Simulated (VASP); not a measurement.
# NiGe3 (Pm-3m) in VASP: a series of runs

NiGe3 is run at these levels: PBEsol, r2SCAN; tasks: single point, relaxation of cell and atoms.

All numbers are computed with VASP 6.6.1; they aren't measurements. Logs are shortened: lines on timing, memory, paths and dates and some standing lists are left out, and cuts for length are marked.

## Step 1: The cell of the first run

Symmetry: Pm-3m, No. 221, cubic system. Conventional cell: a = 3.968 Å, b = 3.968 Å, c = 3.968 Å, α = 90.00°, β = 90.00°, γ = 90.00°. Ge (site symmetry 4/mmm) has 8 Ge at 2.81 Å and 4 Ni at 2.81 Å within 3.7 Å. Ni (site symmetry m-3m) has 12 Ge at 2.81 Å within 3.7 Å.

## Step 2: Single point, PBEsol

INCAR reads:

```
SYSTEM = NiGe3
PREC = Accurate
ENCUT = 520
EDIFF = 1E-6
ISMEAR = 0
SIGMA = 0.1
LREAL = .False.
LASPH = .True.
NELM = 60
ALGO = Normal
ISIF = 2
LWAVE = .False.
LCHARG = .False.
GGA = PS
NBANDS = 34
```

KPOINTS reads:

```
Automatic mesh
0
Gamma
  6 6 6
  0 0 0
```

POSCAR reads:

```
NiGe3
1.0
    3.9680886071      0.0000000000      0.0000000000
    0.0000000000      3.9680886071      0.0000000000
    0.0000000000      0.0000000000      3.9680886071
Ge Ni
3 1
Direct
    0.0000000000      0.5000000000      0.5000000000
    0.5000000000      0.0000000000      0.5000000000
    0.5000000000      0.5000000000      0.0000000000
    0.0000000000      0.0000000000      0.0000000000
```

Potentials or basis: VASP PAW PBE potentials, release 64 (Ge_d, Ni).

On the command line:

```
$ cat potpaw_PBE.64/Ge_d/POTCAR potpaw_PBE.64/Ni/POTCAR > POTCAR
$ mpirun -np 1 vasp_std > vasp.out
```

OUTCAR:

```text
SYSTEM = NiGe3
   PREC = Accurate
   ENCUT = 520
   EDIFF = 1E-6
   ISMEAR = 0
   LREAL = .False.
   LASPH = .True.
   NELM = 60
   ISIF = 2
   GGA = PS

 ion  position               nearest neighbor table
   1  0.000  0.500  0.500-   2 2.81   3 2.81   4 2.81   3 2.81   4 2.81   2 2.81   4 2.81   4 2.81
                             2 2.81   3 2.81   3 2.81   2 2.81
   2  0.500  0.000  0.500-   1 2.81   3 2.81   4 2.81   3 2.81   4 2.81   1 2.81   3 2.81   3 2.81
                             1 2.81   4 2.81   4 2.81   1 2.81
   3  0.500  0.500  0.000-   1 2.81   2 2.81   4 2.81   1 2.81   2 2.81   2 2.81   4 2.81   2 2.81
                             1 2.81   4 2.81   1 2.81   4 2.81
   4  0.000  0.000  0.000-   1 2.81   2 2.81   3 2.81   1 2.81   2 2.81   1 2.81   3 2.81   1 2.81
                             2 2.81   3 2.81   2 2.81   3 2.81

  LATTYP: Found a simple cubic cell.
 ALAT       =     3.9680886071

  Lattice vectors:

 A1 = (   3.9680886071,   0.0000000000,   0.0000000000)
 A2 = (   0.0000000000,   3.9680886071,   0.0000000000)
 A3 = (   0.0000000000,   0.0000000000,   3.9680886071)

Analysis of symmetry for initial positions (statically):
=====================================================================
 Subroutine PRICEL returns:
 Original cell was already a primitive cell.

 Routine SETGRP: Setting up the symmetry group for a
 simple cubic supercell.

 Subroutine GETGRP returns: Found 48 space group operations
 (whereof 48 operations were pure point group operations)
 out of a pool of 48 trial point group operations.

The static configuration has the point symmetry O_h .

Analysis of symmetry for dynamics (positions and initial velocities):
=====================================================================
 Subroutine PRICEL returns:
 Original cell was already a primitive cell.

 Routine SETGRP: Setting up the symmetry group for a
 simple cubic supercell.

 Subroutine GETGRP returns: Found 48 space group operations
 (whereof 48 operations were pure point group operations)
 out of a pool of 48 trial point group operations.

The dynamic configuration has the point symmetry O_h .

 Subroutine INISYM returns: Found 48 space group operations
 (whereof 48 operations are pure point group operations),
 and found     1 'primitive' translations

----------------------------------------------------------------------------------------

                                     Primitive cell

  volume of cell :      62.4804

  direct lattice vectors                    reciprocal lattice vectors
     3.968088607  0.000000000  0.000000000     0.252010502  0.000000000  0.000000000
[... 90 lines left out ...]
   NFREE  =      0    steps in history (QN), initial steepest desc. (CG)
   ISIF   =      2    stress and relaxation
   ISYM   =      2    0-nonsym 1-usesym 2-fastsym
   POTIM  = 0.5000    time-step for ionic-motion
   TEBEG  =    0.0;   TEEND  =   0.0 temperature during run
   PSTRESS=    0.0 pullay stress
   NELECT =      52.0000    total number of electrons
   NUPDOWN=      -1.0000    fix difference up-down
   EMIN   =  10.00;   EMAX   =-10.00  energy-range for DOS
   EFERMI =   0.00;   METHOD = LEGACY
   ISMEAR =     0;   SIGMA  =   0.10  broadening in eV -4-tet -1-fermi 0-gaus
   EFERMI_NEDOS =   21; number of points for ismear=-14 and -15
   IALGO  =     38    algorithm
   IMIX   =      4    mixing-type and parameters
     AMIX     =   0.40;   BMIX     =  1.00
     AMIX_MAG =   1.60;   BMIX_MAG =  1.00
  volume/ion in A,a.u.               =      15.62       105.41
  Fermi-wavevector in a.u.,A,eV,Ry     =   1.539907  2.910003 32.263693  2.371315
  Thomas-Fermi vector in A             =   2.646069
   LORBIT       =      0    0 simple, 1 ext, 2 COOP (PROOUT), +10 PAW based schemes
   GGA     = PS    functional components
   LHFCALC =     F    Hartree Fock is set to
   AEXX    =    0.0000 exact exchange contribution
   IVDW    =     0    specifies the selected vdW correction
   LEPSILON=     F    determine dielectric tensor
   LRPA    =     F    only Hartree local field effects (RPA)
 non-spin polarized calculation
 Gauss-broadening in eV      SIGMA  =   0.10
  energy-cutoff  :      520.00
  volume of cell :       62.48
 maximum number of plane-waves:      1743
 NGX is ok and might be reduce to    30
   NGX = 15   NGY = 15   NGZ = 15

 number of electron      51.9999992 magnetization

 Free energy of the ion-electron system (eV)
  ---------------------------------------------------
  ext. energy  EPLUGINS =         0.00000000
  ---------------------------------------------------
  free energy    TOTEN  =       -19.99157873 eV

  energy without entropy =      -19.96588197  energy(sigma->0) =      -19.97873035

 E-fermi :   7.9563     XC(G=0): -12.1744

 val. band max:        7.9333254555   @ k =   0.5000   0.1667   0.0000
 cond. band min:       7.9783530074   @ k =   0.5000   0.3333   0.0000
 fundamental gap:      0.0450275519
 Fermi energy:         7.9563121392

 k-point     1 :       0.0000    0.0000    0.0000
  band No.  band energies     occupation
      1     -16.7715      2.00000
      2     -16.7715      2.00000
      3     -16.7715      2.00000
      4     -16.7655      2.00000
      5     -16.6703      2.00000
      6     -16.6703      2.00000
[... 729 lines left out ...]
     33      16.9015      0.00000
     34      21.9523      0.00000

------------------------ aborting loop because EDIFF is reached ----------------------------------------

  FORCE on cell =-STRESS in cart. coord.  units (eV):
  Direction    XX          YY          ZZ          XY          YZ          ZX
  --------------------------------------------------------------------------------------
  -------------------------------------------------------------------------------------
  Total        0.1247106      0.1247106      0.1247106      0.0000000      0.0000000      0.0000000
  in kB        3.1979366      3.1979366      3.1979366      0.0000000      0.0000000      0.0000000
  external PRESSURE =       3.1979366 kB  Pullay stress =       0.0000000 kB

 VOLUME and BASIS-vectors are now :
 -----------------------------------------------------------------------------
  energy-cutoff  :      520.00
  volume of cell :       62.48
      direct lattice vectors                 reciprocal lattice vectors
     3.968088607  0.000000000  0.000000000     0.252010502  0.000000000  0.000000000
     0.000000000  3.968088607  0.000000000     0.000000000  0.252010502  0.000000000
     0.000000000  0.000000000  3.968088607     0.000000000  0.000000000  0.252010502

 POSITION                                       TOTAL-FORCE (eV/Angst)
 -----------------------------------------------------------------------------------
      0.00000      1.98404      1.98404         0.000000      0.000000      0.000000
      1.98404      0.00000      1.98404         0.000000      0.000000      0.000000
      1.98404      1.98404      0.00000         0.000000      0.000000      0.000000
      0.00000      0.00000      0.00000         0.000000      0.000000      0.000000
 -----------------------------------------------------------------------------------
    total drift:                                0.000000      0.000000     -0.000000

  FREE ENERGIE OF THE ION-ELECTRON SYSTEM (eV)
  ---------------------------------------------------
  free  energy   TOTEN  =       -19.9915787298 eV

  energy  without entropy=      -19.9658819715  energy(sigma->0) =      -19.97873035
```

Wall time 18 s (1 thread of Intel Xeon 6975P-C (Granite Rapids), shared host); peak memory 0.18 GiB.

Results:

* Free energy: -19.9916 eV
* Pressure: 0.3 GPa
* Band gap on the k mesh: zero (band 26 reaches 8.24 eV, above the bottom of band 27 at 7.16 eV)

Caveat: the PAW data sets were made with another functional, which shifts forces and pressure a little.

## Step 3: Single point, PBEsol

This run uses another cell than the first one, of 15.57 Å³/atom, 0.997 times its volume.

INCAR reads:

```
PREC = Accurate
ENCUT = 520
EDIFF = 1E-7
ISMEAR = 0
SIGMA = 0.1
LREAL = False
LASPH = True
NELM = 60
ALGO = Normal
ISIF = 2
LWAVE = False
LCHARG = True
GGA = PS
LELF = True
LVHAR = True
NBANDS = 34
```

KPOINTS reads:

```
regular mesh
0
Gamma
  10 10 10
```

POSCAR reads:

```
NiGe3
1.0
    3.9634904449      0.0000000000      0.0000000000
    0.0000000000      3.9634904449      0.0000000000
    0.0000000000      0.0000000000      3.9634904449
Ge Ni
3 1
Direct
    0.0000000000      0.5000000000      0.5000000000
    0.5000000000      0.0000000000      0.5000000000
    0.5000000000      0.5000000000      0.0000000000
    0.0000000000      0.0000000000      0.0000000000
```

Potentials or basis: VASP PAW PBE potentials, release 64 (Ge_d, Ni).

On the command line:

```
$ cat potpaw_PBE.64/Ge_d/POTCAR potpaw_PBE.64/Ni/POTCAR > POTCAR
$ mpirun -np 1 vasp_std > vasp.out
```

OUTCAR:

```text
PREC = Accurate
   ENCUT = 520
   EDIFF = 1E-7
   ISMEAR = 0
   LREAL = False
   LASPH = True
   NELM = 60
   ISIF = 2
   GGA = PS

 ion  position               nearest neighbor table
   1  0.000  0.500  0.500-   2 2.80   3 2.80   4 2.80   3 2.80   4 2.80   2 2.80   4 2.80   4 2.80
                             2 2.80   3 2.80   3 2.80   2 2.80
   2  0.500  0.000  0.500-   1 2.80   3 2.80   4 2.80   3 2.80   4 2.80   1 2.80   3 2.80   3 2.80
                             1 2.80   4 2.80   4 2.80   1 2.80
   3  0.500  0.500  0.000-   1 2.80   2 2.80   4 2.80   1 2.80   2 2.80   2 2.80   4 2.80   2 2.80
[... 1094 lines left out ...]
  -------------------------------------------------------------------------------------
  Total        0.0336602      0.0336602      0.0336602      0.0000000      0.0000000     -0.0000000
  in kB        0.8661513      0.8661513      0.8661513      0.0000000      0.0000000     -0.0000000
  external PRESSURE =       0.8661513 kB  Pullay stress =       0.0000000 kB

 VOLUME and BASIS-vectors are now :
 -----------------------------------------------------------------------------
  energy-cutoff  :      520.00
  volume of cell :       62.26
      direct lattice vectors                 reciprocal lattice vectors
     3.963490445  0.000000000  0.000000000     0.252302866  0.000000000  0.000000000
     0.000000000  3.963490445  0.000000000     0.000000000  0.252302866  0.000000000
     0.000000000  0.000000000  3.963490445     0.000000000  0.000000000  0.252302866

 POSITION                                       TOTAL-FORCE (eV/Angst)
 -----------------------------------------------------------------------------------
      0.00000      1.98175      1.98175         0.000000      0.000000      0.000000
      1.98175      0.00000      1.98175         0.000000      0.000000      0.000000
      1.98175      1.98175      0.00000         0.000000      0.000000      0.000000
      0.00000      0.00000      0.00000         0.000000      0.000000      0.000000
 -----------------------------------------------------------------------------------
    total drift:                                0.000000      0.000000     -0.000000

  FREE ENERGIE OF THE ION-ELECTRON SYSTEM (eV)
  ---------------------------------------------------
  free  energy   TOTEN  =       -20.0314839574 eV

  energy  without entropy=      -20.0205034320  energy(sigma->0) =      -20.02599369
```

OSZICAR:

```text
N       E                     dE             d eps       ncg     rms          rms(c)
DAV:   1     0.404998965259E+03    0.40500E+03   -0.24367E+04  4646   0.428E+03
DAV:   2     0.486955531644E+02   -0.35630E+03   -0.34410E+03  3808   0.716E+02
DAV:   3    -0.178603318596E+02   -0.66556E+02   -0.65212E+02  4174   0.197E+02
DAV:   4    -0.211888364987E+02   -0.33285E+01   -0.32866E+01  4312   0.512E+01
DAV:   5    -0.212612051022E+02   -0.72369E-01   -0.72293E-01  4524   0.772E+00    0.128E+01
DAV:   6    -0.288272433103E+02   -0.75660E+01   -0.47312E+01  4178   0.700E+01    0.273E+01
DAV:   7    -0.207547423261E+02    0.80725E+01   -0.12205E+01  4132   0.491E+01    0.761E+00
DAV:   8    -0.200173968508E+02    0.73735E+00   -0.30510E+00  4470   0.170E+01    0.118E+00
DAV:   9    -0.200325086026E+02   -0.15112E-01   -0.40962E-01  4078   0.344E+00    0.236E-01
DAV:  10    -0.200315397955E+02    0.96881E-03   -0.15426E-02  4760   0.158E+00    0.116E-01
DAV:  11    -0.200314754137E+02    0.64382E-04   -0.12406E-03  4934   0.443E-01    0.486E-02
DAV:  12    -0.200314856120E+02   -0.10198E-04   -0.12931E-04  4980   0.126E-01    0.302E-02
DAV:  13    -0.200314835892E+02    0.20228E-05   -0.17018E-05  4504   0.414E-02    0.457E-03
DAV:  14    -0.200314839422E+02   -0.35298E-06   -0.74722E-07  4298   0.101E-02    0.176E-03
DAV:  15    -0.200314839574E+02   -0.15130E-07   -0.17299E-07  2568   0.537E-03
   1 F= -.20031484E+02 E0= -.20025994E+02  d E =-.109805E-01
```

Run time: 50 s. Hardware: 1 thread of Intel Xeon 6975P-C (Granite Rapids), shared host; peak memory 0.23 GiB.

Results:

```
Free energy            : -20.0315 eV
Pressure               : 0.1 GPa
Band gap on the k mesh : zero (band 26 reaches 8.51 eV, above the bottom of band 27 at 7.23 eV)
```

Levels at points of the mesh, in eV from the Fermi level:
| k point | band 23 | band 24 | band 25 | band 26 | band 27 | band 28 | band 29 | band 30 |
| --- | --- | --- | --- | --- | --- | --- | --- | --- |
| (0.00, 0.00, 0.00) | -1.53 | -1.53 | -0.78 | -0.78 | 0.20 | 3.52 | 3.52 | 3.52 |
| (0.50, 0.00, 0.00) | -1.43 | -0.59 | -0.59 | -0.10 | -0.10 | 0.50 | 0.60 | 2.13 |
| (0.50, 0.50, 0.00) | -1.33 | -1.32 | -0.02 | 0.22 | 1.22 | 1.22 | 2.05 | 2.05 |
| (0.50, 0.50, 0.50) | -1.27 | -1.27 | -1.18 | -0.85 | -0.85 | -0.85 | 8.50 | 8.50 |

Caveat: the PAW data sets were made with another functional, which shifts forces and pressure a little. Spin polarisation is off, so any magnetic state and its effect on volume and gap are missing.

## Step 4: Relaxation of cell and atoms, PBEsol

This run uses another cell than the first one, of 13.99 Å³/atom, 0.895 times its volume.

INCAR reads:

```
PREC     = Accurate       # precision mode
ENCUT    = 600            # plane-wave cutoff, eV
EDIFF    = 1E-6           # SCF threshold, eV
ISMEAR   = 0              # smearing method
SIGMA    = 0.1            # smearing width, eV
LREAL    = F              # projectors in reciprocal space
LASPH    = T              # aspherical terms in the spheres
NELM     = 80             # most SCF steps
ALGO     = Normal         # electronic algorithm
ISIF     = 3              # what is computed and relaxed
LWAVE    = F              # write WAVECAR
LCHARG   = F              # write CHGCAR
GGA      = PS             # functional
IBRION   = 2              # ionic algorithm
NSW      = 100            # ionic steps
EDIFFG   = -0.05          # ionic threshold
```

KPOINTS reads:

```
regular mesh
0
Gamma
  6 6 6
```

POSCAR reads:

```
NiGe3
1.0
    3.8245629210      0.0000000000      0.0000000000
    0.0000000000      3.8245629210      0.0000000000
    0.0000000000      0.0000000000      3.8245629210
Ge Ni
3 1
Direct
    0.0000000000      0.5000000000      0.5000000000
    0.5000000000      0.0000000000      0.5000000000
    0.5000000000      0.5000000000      0.0000000000
    0.0000000000      0.0000000000      0.0000000000
```

On the command line:

```
$ cat potpaw_PBE.64/Ge_d/POTCAR potpaw_PBE.64/Ni/POTCAR > POTCAR
$ mpirun -np 1 vasp_std > vasp.out
```

Wall time 42 s (1 thread of Intel Xeon 6975P-C (Granite Rapids), shared host); peak memory 0.2 GiB.

It converged, with:

* Free energy: -19.9907 eV
* Relaxed volume: 15.66 Å³/atom
* Relaxed cell: a = 3.971 Å, b = 3.971 Å, c = 3.971 Å, α = 90.00°, β = 90.00°, γ = 90.00°
* Space group after relaxing (to 0.05 Å): Pm-3m (No. 221)
* Energy gained by relaxing: 65.4 meV/atom
* Ionic steps: 3
* Pressure after relaxing: 0.0 GPa
* Band gap on the k mesh: zero (band 26 reaches 8.21 eV, above the bottom of band 27 at 7.13 eV)

Step by step:
```csv
step,energy change (eV),largest force (eV/Å),pressure (GPa),volume (Å³)
1,0.0000,0.0000,13.96,55.94
2,-0.2026,0.0000,-4.91,66.40
3,-0.2616,0.0000,0.05,62.63
```

Final structure:
```
Ge Ni
1.0
     3.97116    0.00000    0.00000
     0.00000    3.97116    0.00000
     0.00000    0.00000    3.97116
Ge Ni
3 1
Cartesian
  0.0000 1.9856 1.9856
  1.9856 0.0000 1.9856
  1.9856 1.9856 0.0000
  0.0000 0.0000 0.0000
```

Levels at points of the mesh, in eV from the Fermi level:
| k point | band 24 | band 25 | band 26 | band 27 | band 28 | band 29 |
| --- | --- | --- | --- | --- | --- | --- |
| (0.00, 0.00, 0.00) | -1.47 | -0.72 | -0.72 | 0.28 | 3.59 | 3.59 |
| (0.50, 0.00, 0.00) | -0.50 | -0.50 | -0.03 | -0.03 | 0.55 | 0.70 |
| (0.50, 0.50, 0.00) | -1.25 | 0.08 | 0.28 | 1.29 | 1.29 | 2.11 |
| (0.50, 0.50, 0.50) | -1.20 | -1.09 | -0.80 | -0.80 | -0.80 | 8.54 |

Caveat: the PAW data sets were made with another functional, which shifts forces and pressure a little. Spin polarisation is off, so any magnetic state and its effect on volume and gap are missing.

(Continued in part 2 of 2.)
